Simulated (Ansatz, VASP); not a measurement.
# LiNbO3 in VASP and in Ansatz

```
Li Nb O
1.0
     2.56718    1.48216    4.60842
    -2.56718    1.48216    4.60842
     0.00000   -2.96432    4.60842
Li Nb O
2 2 6
Direct
  0.70593 0.70593 0.70593
  0.20593 0.20593 0.20593
  0.98824 0.98824 0.98824
  0.48824 0.48824 0.48824
  0.87750 0.26813 0.62665
  0.62665 0.87750 0.26813
  0.26813 0.62665 0.87750
  0.76813 0.37750 0.12665
  0.37750 0.12665 0.76813
  0.12665 0.76813 0.37750
```

Alike in both runs: functional PBEsol; k mesh 6 × 6 × 6; occupations gaussian, width 0.02 eV; no spin polarisation.

Ansatz relaxed the structure, and its values are those at the end. VASP's run is a single point on that final structure, the one shown.

```csv
,VASP,Ansatz
version,VASP 6.6.1,Ansatz 0.2.0
potentials or method,"VASP PAW PBE potentials, release 64 (Li_sv, Nb_sv, O), cutoff 520 eV","scalar-relativistic, plane waves, PAW"
valence electrons in the cell,68,68
```

VASP gave:

| Quantity | Value |
| --- | --- |
| gap on the k mesh at the Fermi level (eV) | 3.52 |
| least direct gap on the mesh (eV) | 3.53 |
| rms of the force components (eV/Å) | 0.016 |

Problem. What did Ansatz give for the same quantities?

Solution. gap on the k mesh at the Fermi level (eV): 3.53; least direct gap on the mesh (eV): 3.54; rms of the force components (eV/Å): 0.000.

VASP's potentials were made for PBE, not for PBEsol, and Ansatz warns of the same on its side. The functional is the same, so the differences come from potentials, cutoffs and numerics.

Noted on VASP's run: the cutoff is under 1.25 times that of the potentials, so the pressure is a little rough.
